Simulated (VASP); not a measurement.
Input of a VASP 6.6.1 run:

Contents of POSCAR:

```
CdSe
1.0
    0.0000000000      3.0702711986      3.0702711986
    3.0702711986      0.0000000000      3.0702711986
    3.0702711986      3.0702711986      0.0000000000
Cd Se
1 1
Direct
    0.0000000000      0.0000000000      0.0000000000
    0.2500000000      0.2500000000      0.2500000000
```

INCAR.step1

```
SYSTEM = CdSe
ALGO = Normal
EDIFF = 1E-5
ENCUT = 520
GGA = PE
ISIF = 2
ISMEAR = -1
LASPH = .TRUE.
LCHARG = .FALSE.
LREAL = .FALSE.
LWAVE = .TRUE.
NBANDS = 16
NELM = 80
PREC = Accurate
SIGMA = 0.05
```

Contents of INCAR.step2:

```
SYSTEM = CdSe
AEXX = 0.1
ALGO = Normal
EDIFF = 1E-6
ENCUT = 520
GGA = PE
ISIF = 2
ISMEAR = -1
ISTART = 1
LASPH = .TRUE.
LCHARG = .FALSE.
LHFCALC = .TRUE.
LREAL = .FALSE.
LWAVE = .FALSE.
NBANDS = 16
NELM = 80
PREC = Accurate
PRECFOCK = Normal
SIGMA = 0.05
```

File KPOINTS:

```
k-points
0
G
  4 4 4
  0 0 0
```

Potentials or basis: VASP PAW PBE potentials, release 64 (Cd, Se).

The run is started by

```bash
$ cat potpaw_PBE.64/Cd/POTCAR potpaw_PBE.64/Se/POTCAR > POTCAR
$ cp INCAR.step1 INCAR
$ mpirun -np 1 vasp_std > vasp.out
$ cp INCAR.step2 INCAR
$ mpirun -np 1 vasp_std > vasp.out
```

Problem. Predict the pressure.

Solution. 1.1 GPa.

Problem. Predict the band gap on the k mesh.

Solution. 1.18 eV.

Caveat: the k points lie up to 0.44 Å⁻¹ apart; the PAW data sets were made with another functional, which shifts forces and pressure a little.
